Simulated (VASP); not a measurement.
# Ru (P6_3/mmc) in VASP: a series of runs

The runs below take Ru through single point, with PBEsol.

Program: VASP 6.6.1. These are calculated values, not measurements. Logs are shortened: lines on timing, memory, paths and dates and some standing lists are left out, and cuts for length are marked.

**1. The cell of the first run**

It takes space group P6_3/mmc (No. 194, hexagonal). Conventional cell: a = 2.604 Å, b = 2.604 Å, c = 4.320 Å, α = 90.00°, β = 90.00°, γ = 120.00°. Within 3.4 Å of Ru (site symmetry -6m2) lie 12 Ru at 2.60 to 2.63 Å.

**2. Single point, PBEsol (volume 12.682 Å^3 an atom, c/a of the conventional cell 1.6589)**

INCAR

```
PREC = Accurate
ENCUT = 520
EDIFF = 1E-7
ISMEAR = 0
SIGMA = 0.15
LREAL = False
LASPH = True
NELM = 60
ALGO = Fast
ISIF = 2
LWAVE = False
LCHARG = True
GGA = PS
LELF = True
LVHAR = True
NBANDS = 21
```

KPOINTS

```
Automatic mesh
0
Gamma
  21 21 12
```

POSCAR

```
Ru
1.0
    2.6038880104      0.0000000000      0.0000000000
   -1.3019440052      2.2550331656      0.0000000000
    0.0000000000      0.0000000000      4.3195898204
Ru
2
Direct
    0.3333333333      0.6666666667      0.2500000000
    0.6666666667      0.3333333333      0.7500000000
```

Potentials or basis: VASP PAW PBE potentials, release 64 (Ru_pv).

Run with:

```sh
$ cat potpaw_PBE.64/Ru_pv/POTCAR > POTCAR
$ mpirun -np 1 vasp_std > vasp.out
```

OUTCAR:

```text
PREC = Accurate
   ENCUT = 520
   EDIFF = 1E-7
   ISMEAR = 0
   LREAL = False
   LASPH = True
   NELM = 60
   ISIF = 2
   GGA = PS

 ion  position               nearest neighbor table
   1  0.333  0.667  0.250-   2 2.63   2 2.63   2 2.63   2 2.63   2 2.63   2 2.63
   2  0.667  0.333  0.750-   1 2.63   1 2.63   1 2.63   1 2.63   1 2.63   1 2.63

  LATTYP: Found a hexagonal cell.
 ALAT       =     2.6038880104
 C/A-ratio  =     1.6589000000

  Lattice vectors:

 A1 = (   2.6038880104,   0.0000000000,   0.0000000000)
 A2 = (  -1.3019440052,   2.2550331656,   0.0000000000)
 A3 = (   0.0000000000,   0.0000000000,   4.3195898204)

Analysis of symmetry for initial positions (statically):
=====================================================================
 Subroutine PRICEL returns:
 Original cell was already a primitive cell.

 Routine SETGRP: Setting up the symmetry group for a
 hexagonal supercell.

 Subroutine GETGRP returns: Found 24 space group operations
 (whereof 12 operations were pure point group operations)
 out of a pool of 24 trial point group operations.

The static configuration has the point symmetry D_3d.
 The point group associated with its full space group is D_6h.

Analysis of symmetry for dynamics (positions and initial velocities):
=====================================================================
 Subroutine PRICEL returns:
 Original cell was already a primitive cell.

 Routine SETGRP: Setting up the symmetry group for a
 hexagonal supercell.

 Subroutine GETGRP returns: Found 24 space group operations
 (whereof 12 operations were pure point group operations)
 out of a pool of 24 trial point group operations.

The dynamic configuration has the point symmetry D_3d.
 The point group associated with its full space group is D_6h.

 Subroutine INISYM returns: Found 24 space group operations
 (whereof 12 operations are pure point group operations),
 and found     1 'primitive' translations

----------------------------------------------------------------------------------------

                                     Primitive cell

  volume of cell :      25.3640

  direct lattice vectors                    reciprocal lattice vectors
     2.603888010  0.000000000  0.000000000     0.384041094  0.221726229  0.000000000
    -1.301944005  2.255033166  0.000000000     0.000000000  0.443452458  0.000000000
     0.000000000  0.000000000  4.319589820     0.000000000  0.000000000  0.231503462

  length of vectors
     2.603888010  2.603888010  4.319589820     0.443452458  0.443452458  0.231503462

  position of ions in fractional coordinates (direct lattice)
     0.333333333  0.666666667  0.250000000
     0.666666667  0.333333333  0.750000000

  ion indices of the primitive-cell ions
   primitive index   ion index
                 1           1
                 2           2

----------------------------------------------------------------------------------------

 KPOINTS: Automatic mesh

Automatic generation of k-mesh.
 Grid dimensions read from file:
 generate k-points for:   21   21   12

 Generating k-lattice:

  Cartesian coordinates                     Fractional coordinates (reciprocal lattice)
     0.018287671  0.010558392  0.000000000     0.047619048 -0.000000000  0.000000000
     0.000000000  0.021116784  0.000000000     0.000000000  0.047619048  0.000000000
     0.000000000  0.000000000  0.019291955     0.000000000  0.000000000  0.083333333

  Length of vectors
     0.021116784  0.021116784  0.019291955

  Shift w.r.t. Gamma in fractional coordinates (k-lattice)
     0.000000000  0.000000000  0.000000000

 Subroutine IBZKPT returns following result:
 ===========================================

 Found    336 irreducible k-points:

 Following reciprocal coordinates:
            Coordinates               Weight
  0.000000  0.000000  0.000000      1.000000
  0.047619 -0.000000  0.000000      6.000000
  0.095238  0.000000  0.000000      6.000000
  0.142857 -0.000000  0.000000      6.000000
  0.190476  0.000000  0.000000      6.000000
  0.238095 -0.000000  0.000000      6.000000
[... 16 lines left out ...]
  0.142857  0.095238  0.000000     12.000000
  0.190476  0.095238  0.000000     12.000000
 [... further k-points ...]
   k-points           NKPTS =    336   k-points in BZ     NKDIM =    336   number of bands    NBANDS=     21
   number of dos      NEDOS =    301   number of ions     NIONS =      2
   total plane-waves  NPLWV =  12800
   dimension x,y,z NGX =    20 NGY =   20 NGZ =   32
   dimension x,y,z NGXF=    40 NGYF=   40 NGZF=   64
   ions per type =               2
   NGX,Y,Z   is equivalent  to a cutoff of  12.77, 12.77, 12.32 a.u.
   NGXF,Y,Z  is equivalent  to a cutoff of  25.54, 25.54, 24.63 a.u.
 SYSTEM =  unknown system
   PREC   = accura    normal or accurate (medium, high low for compatibility)
   ISTART =      0    job   : 0-new  1-cont  2-samecut
   ICHARG =      2    charge: 1-file 2-atom 10-const
   ISPIN  =      1    spin polarized calculation?
   LNONCOLLINEAR =      F non collinear calculations
   LSORBIT =      F    spin-orbit coupling
   LASPH  =      T    aspherical Exc in radial PAW
   ENCUT  =  520.0 eV  38.22 Ry    6.18 a.u.   4.84  4.84  8.03*2*pi/ulx,y,z
   NELM   =     60;   NELMIN=  2; NELMDL= -5     # of ELM steps
   EDIFF  = 0.1E-06   stopping-criterion for ELM
   LREAL  =      F    real-space projection
   EDIFFG = 0.1E-05   stopping-criterion for IOM
   NSW    =      0    number of steps for IOM
   IBRION =     -1    ionic relax: 0-MD 1-quasi-New 2-CG
   NFREE  =      0    steps in history (QN), initial steepest desc. (CG)
   ISIF   =      2    stress and relaxation
   ISYM   =      2    0-nonsym 1-usesym 2-fastsym
   POTIM  = 0.5000    time-step for ionic-motion
   TEBEG  =    0.0;   TEEND  =   0.0 temperature during run
   PSTRESS=    0.0 pullay stress
   NELECT =      28.0000    total number of electrons
   NUPDOWN=      -1.0000    fix difference up-down
   EMIN   =  10.00;   EMAX   =-10.00  energy-range for DOS
   EFERMI =   0.00;   METHOD = LEGACY
   ISMEAR =     0;   SIGMA  =   0.15  broadening in eV -4-tet -1-fermi 0-gaus
   EFERMI_NEDOS =   21; number of points for ismear=-14 and -15
   IALGO  =     68    algorithm
   IMIX   =      4    mixing-type and parameters
     AMIX     =   0.40;   BMIX     =  1.00
     AMIX_MAG =   1.60;   BMIX_MAG =  1.00
  volume/ion in A,a.u.               =      12.68        85.58
  Fermi-wavevector in a.u.,A,eV,Ry     =   1.691953  3.197327 38.949459  2.862704
  Thomas-Fermi vector in A             =   2.773627
   LORBIT       =      0    0 simple, 1 ext, 2 COOP (PROOUT), +10 PAW based schemes
   GGA     = PS    functional components
   LHFCALC =     F    Hartree Fock is set to
   AEXX    =    0.0000 exact exchange contribution
   IVDW    =     0    specifies the selected vdW correction
   LEPSILON=     F    determine dielectric tensor
   LRPA    =     F    only Hartree local field effects (RPA)
 non-spin polarized calculation
 RMM-DIIS sequential band-by-band and
 Gauss-broadening in eV      SIGMA  =   0.15
  energy-cutoff  :      520.00
  volume of cell :       25.36
 maximum number of plane-waves:       702
 NGX is ok and might be reduce to    20
   NGX =  9   NGY =  9   NGZ = 17

 number of electron      28.0000006 magnetization

 Free energy of the ion-electron system (eV)
  ---------------------------------------------------
  ext. energy  EPLUGINS =         0.00000000
  ---------------------------------------------------
  free energy    TOTEN  =       -20.20720962 eV

  energy without entropy =      -20.19087214  energy(sigma->0) =      -20.19904088

 E-fermi :  13.9944     XC(G=0): -14.7074

 val. band max:       13.9880571212   @ k =   0.1429   0.1429   0.2500
 cond. band min:      14.0064369866   @ k =   0.2857   0.2381   0.0000
 fundamental gap:      0.0183798654
 Fermi energy:        13.9943646381

 k-point     1 :       0.0000    0.0000    0.0000
  band No.  band energies     occupation
      1     -29.8157      2.00000
      2     -28.6462      2.00000
      3     -28.6462      2.00000
      4     -28.5194      2.00000
      5     -28.4827      2.00000
      6     -28.4827      2.00000
[... 13 lines left out ...]
     20      24.2006      0.00000
     21      24.5057      0.00000

 k-point     2 :       0.0476   -0.0000    0.0000
  band No.  band energies     occupation
      1     -29.8060      2.00000
      2     -28.6710      2.00000
      3     -28.6538      2.00000
      4     -28.5225      2.00000
      5     -28.5081      2.00000
      6     -28.4865      2.00000
[... 13 lines left out ...]
     20      24.2006      0.00000
     21      24.4921      0.00000

 k-point     3 :       0.0952    0.0000    0.0000
  band No.  band energies     occupation
      1     -29.7774      2.00000
      2     -28.7429      2.00000
      3     -28.6756      2.00000
      4     -28.5817      2.00000
      5     -28.5321      2.00000
      6     -28.4980      2.00000
[... 13 lines left out ...]
     20      24.2006      0.00000
     21      24.4498      0.00000

 k-point     4 :       0.1429   -0.0000    0.0000
  band No.  band energies     occupation
      1     -29.7314      2.00000
      2     -28.8554      2.00000
      3     -28.7091      2.00000
      4     -28.6952      2.00000
      5     -28.5483      2.00000
      6     -28.5164      2.00000
[... 13 lines left out ...]
     20      24.2005      0.00000
     21      24.3809      0.00000

 k-point     5 :       0.1905    0.0000    0.0000
  band No.  band energies     occupation
      1     -29.6699      2.00000
      2     -28.9981      2.00000
      3     -28.8367      2.00000
      4     -28.7508      2.00000
      5     -28.5716      2.00000
      6     -28.5407      2.00000
[... 13 lines left out ...]
     20      24.2005      0.00000
     21      24.3058      0.00000
[... 382 lines left out ...]
     20      26.1798      0.00000
     21      27.6608      0.00000

 k-point    22 :       0.0952    0.0952    0.0000
  band No.  band energies     occupation
      1     -29.7045      2.00000
      2     -28.8983      2.00000
      3     -28.8099      2.00000
      4     -28.6822      2.00000
      5     -28.5582      2.00000
      6     -28.5423      2.00000
[... 13 lines left out ...]
     20      24.2005      0.00000
     21      24.3489      0.00000

 k-point    23 :       0.1429    0.0952    0.0000
  band No.  band energies     occupation
      1     -29.6445      2.00000
      2     -29.0202      2.00000
      3     -28.9330      2.00000
      4     -28.7365      2.00000
      5     -28.5818      2.00000
      6     -28.5766      2.00000
[... 13 lines left out ...]
     20      24.2004      0.00000
     21      24.2932      0.00000

 k-point    24 :       0.1905    0.0952    0.0000
  band No.  band energies     occupation
      1     -29.5723      2.00000
      2     -29.1650      2.00000
      3     -29.0622      2.00000
      4     -28.7979      2.00000
      5     -28.6127      2.00000
      6     -28.6126      2.00000
[... 13 lines left out ...]
     20      24.2002      0.00000
     21      24.2597      0.00000

 [... further k-points ...]

------------------------ aborting loop because EDIFF is reached ----------------------------------------

  FORCE on cell =-STRESS in cart. coord.  units (eV):
  Direction    XX          YY          ZZ          XY          YZ          ZX
  --------------------------------------------------------------------------------------
  -------------------------------------------------------------------------------------
  Total        4.5543991      4.5543991      0.1713417     -0.0000000     -0.0000000      0.0000000
  in kB      287.6894402    287.6894402     10.8232074     -0.0000000     -0.0000000      0.0000000
  external PRESSURE =     195.4006959 kB  Pullay stress =       0.0000000 kB

 VOLUME and BASIS-vectors are now :
 -----------------------------------------------------------------------------
  energy-cutoff  :      520.00
  volume of cell :       25.36
      direct lattice vectors                 reciprocal lattice vectors
     2.603888010  0.000000000  0.000000000     0.384041094  0.221726229  0.000000000
    -1.301944005  2.255033166  0.000000000     0.000000000  0.443452458  0.000000000
     0.000000000  0.000000000  4.319589820     0.000000000  0.000000000  0.231503462

 POSITION                                       TOTAL-FORCE (eV/Angst)
 -----------------------------------------------------------------------------------
     -0.00000      1.50336      1.07990        -0.000000      0.000000      0.000000
      1.30194      0.75168      3.23969         0.000000      0.000000      0.000000
 -----------------------------------------------------------------------------------
    total drift:                               -0.000000      0.000000     -0.000000

  FREE ENERGIE OF THE ION-ELECTRON SYSTEM (eV)
  ---------------------------------------------------
  free  energy   TOTEN  =       -20.2072096247 eV

  energy  without entropy=      -20.1908721418  energy(sigma->0) =      -20.19904088
```

Wall time 2.5 min (1 thread of Intel Xeon Platinum 8259CL at 2.50GHz (Skylake/Cascade Lake), shared host); peak memory 0.25 GiB.

What came out:

| Quantity | Value |
| --- | --- |
| Free energy | -20.2072 eV |
| Pressure | 19.5 GPa |
| Band gap on the k mesh | zero (band 14 reaches 15.89 eV, above the bottom of band 15 at 12.33 eV) |

Levels at points of the mesh, in eV from the Fermi level:
```csv
k point,band 11,band 12,band 13,band 14,band 15,band 16,band 17,band 18
"(0.00, 0.00, 0.00)",-2.85,-2.20,-2.20,-1.14,-1.14,0.76,1.34,1.34
"(0.00, 0.00, 0.50)",-2.92,-2.92,-2.92,-2.92,0.61,0.61,0.61,0.61
```

Caveat: the PAW data sets were made with another functional, which shifts forces and pressure a little.

**3. Single point, PBEsol (volume 12.682 Å^3 an atom, c/a of the conventional cell 1.5810)**

INCAR: that of step 2 with these lines changed.

```diff
@@ -7,3 +7,3 @@
 LASPH = True
-NELM = 60
+NELM = 100
 ALGO = Fast
```

KPOINTS

```
regular mesh
0
Gamma
  21 21 12
```

POSCAR

```
Ru
1.0
    2.6459734445      0.0000000000      0.0000000000
   -1.3229867222      2.2914802207      0.0000000000
    0.0000000000      0.0000000000      4.1832724497
Ru
2
Direct
    0.3333333333      0.6666666667      0.2500000000
    0.6666666667      0.3333333333      0.7500000000
```

Potentials or basis: VASP PAW PBE potentials, release 64 (Ru_pv).

Run with:

```sh
$ cat potpaw_PBE.64/Ru_pv/POTCAR > POTCAR
$ mpirun -np 1 vasp_std > vasp.out
```

Wall time 2.8 min (1 thread of Intel Xeon Platinum 8259CL at 2.50GHz (Skylake/Cascade Lake), shared host); peak memory 0.25 GiB.

Results (log left out):

```yaml
Free_energy: -20.2763 eV
Pressure: 19.3 GPa
Band_gap_on_the_k_mesh: zero (band 14 reaches 15.75 eV, above the bottom of band 15 at 12.20 eV)
```

Stress tensor (GPa, compression positive):
```
19.16  0.00  0.00
 0.00 19.16  0.00
 0.00  0.00 19.48
```

Levels at points of the mesh, in eV from the Fermi level:
```
           k point  band 11  band 12  band 13  band 14  band 15  band 16  band 17  band 18
(0.00, 0.00, 0.00)    -2.70    -2.14    -2.14    -1.56    -1.56     1.30     1.30     1.33
(0.00, 0.00, 0.50)    -3.09    -3.09    -2.97    -2.97     0.61     0.61     0.61     0.61
```

Caveat: the PAW data sets were made with another functional, which shifts forces and pressure a little.

**4. Single point, PBEsol (volume 12.682 Å^3 an atom, c/a of the conventional cell 1.6857)**

INCAR

```
SYSTEM = Ru
PREC = Accurate
ENCUT = 520
EDIFF = 1E-7
ISMEAR = 0
SIGMA = 0.15
LREAL = .FALSE.
LASPH = .TRUE.
NELM = 60
ALGO = Fast
ISIF = 2
LWAVE = .FALSE.
LCHARG = .TRUE.
GGA = PS
LELF = .TRUE.
LVHAR = .TRUE.
NBANDS = 21
```

KPOINTS

```
Automatic mesh
0
G
  21 21 12
  0 0 0
```

POSCAR

```
Ru
1.0
    2.5900149764      0.0000000000      0.0000000000
   -1.2950074882      2.2430187658      0.0000000000
    0.0000000000      0.0000000000      4.3659882457
Ru
2
Direct
    0.3333333333      0.6666666667      0.2500000000
    0.6666666667      0.3333333333      0.7500000000
```

Potentials or basis: VASP PAW PBE potentials, release 64 (Ru_pv).

Run with:

```sh
$ cat potpaw_PBE.64/Ru_pv/POTCAR > POTCAR
$ mpirun -np 1 vasp_std > vasp.out
```

OUTCAR:

```text
SYSTEM = Ru
   PREC = Accurate
   ENCUT = 520
   EDIFF = 1E-7
   ISMEAR = 0
   LREAL = .FALSE.
   LASPH = .TRUE.
   NELM = 60
   ISIF = 2
   GGA = PS

 ion  position               nearest neighbor table
   1  0.333  0.667  0.250-   2 2.65   2 2.65   2 2.65   2 2.65   2 2.65   2 2.65
   2  0.667  0.333  0.750-   1 2.65   1 2.65   1 2.65   1 2.65   1 2.65   1 2.65

  LATTYP: Found a hexagonal cell.
 ALAT       =     2.5900149764
 C/A-ratio  =     1.6857000000

  Lattice vectors:

[... 768 lines left out ...]

  FORCE on cell =-STRESS in cart. coord.  units (eV):
  Direction    XX          YY          ZZ          XY          YZ          ZX
  --------------------------------------------------------------------------------------
  -------------------------------------------------------------------------------------
  Total        5.1571751      5.1571751     -0.7493935     -0.0000000      0.0000000      0.0000000
  in kB      325.7652197    325.7652198    -47.3372203     -0.0000000      0.0000000      0.0000000
  external PRESSURE =     201.3977397 kB  Pullay stress =       0.0000000 kB

 VOLUME and BASIS-vectors are now :
 -----------------------------------------------------------------------------
  energy-cutoff  :      520.00
  volume of cell :       25.36
      direct lattice vectors                 reciprocal lattice vectors
     2.590014976  0.000000000  0.000000000     0.386098154  0.222913873  0.000000000
    -1.295007488  2.243018766  0.000000000     0.000000000  0.445827746  0.000000000
     0.000000000  0.000000000  4.365988246     0.000000000  0.000000000  0.229043219

 POSITION                                       TOTAL-FORCE (eV/Angst)
 -----------------------------------------------------------------------------------
     -0.00000      1.49535      1.09150        -0.000000      0.000000      0.000000
      1.29501      0.74767      3.27449         0.000000     -0.000000      0.000000
 -----------------------------------------------------------------------------------
    total drift:                               -0.000000      0.000000     -0.000000

  FREE ENERGIE OF THE ION-ELECTRON SYSTEM (eV)
  ---------------------------------------------------
  free  energy   TOTEN  =       -20.1523525921 eV

  energy  without entropy=      -20.1368070833  energy(sigma->0) =      -20.14457984
```

It took 2.3 min on 1 thread of Intel Xeon Platinum 8259CL at 2.50GHz (Skylake/Cascade Lake), shared host; peak memory 0.24 GiB.

What came out:

| Property | Result |
| --- | --- |
| Free energy | -20.1524 eV |
| Pressure | 20.1 GPa |
| Band gap on the k mesh | zero (band 14 reaches 15.87 eV, above the bottom of band 15 at 12.43 eV) |

Levels at points of the mesh, in eV from the Fermi level:
```tsv
k point	band 10	band 11	band 12	band 13	band 14	band 15	band 16	band 17	band 18	band 19
(0.00, 0.00, 0.00)	-2.84	-2.84	-2.23	-2.23	-1.01	-1.01	0.58	1.35	1.35	10.12
(0.00, 0.00, 0.50)	-3.34	-2.88	-2.88	-2.88	-2.88	0.62	0.62	0.62	0.62	10.21
```

Caveat: the PAW data sets were made with another functional, which shifts forces and pressure a little.

**5. Summary**

| cell | gap on the mesh (eV) | pressure (GPa) |
| --- | --- | --- |
| a = 2.604, b = 2.604, c = 4.320 Å, angles 90.0, 90.0, 120.0°, 2 atoms | none | 19.5 |
| a = 2.646, b = 2.646, c = 4.183 Å, angles 90.0, 90.0, 120.0°, 2 atoms | none | 19.3 |
| a = 2.590, b = 2.590, c = 4.366 Å, angles 90.0, 90.0, 120.0°, 2 atoms | none | 20.1 |

Alike in all rows: task single point; level PBEsol; potentials or basis VASP PAW PBE potentials, release 64 (Ru_pv); no spin polarisation; k mesh 21 × 21 × 12; cutoff (eV) 520; smearing gaussian 0.15 eV.

Caveats: the PAW data sets were made with another functional, which shifts forces and pressure a little.

Absolute energies hang on the potentials; compare differences alone.
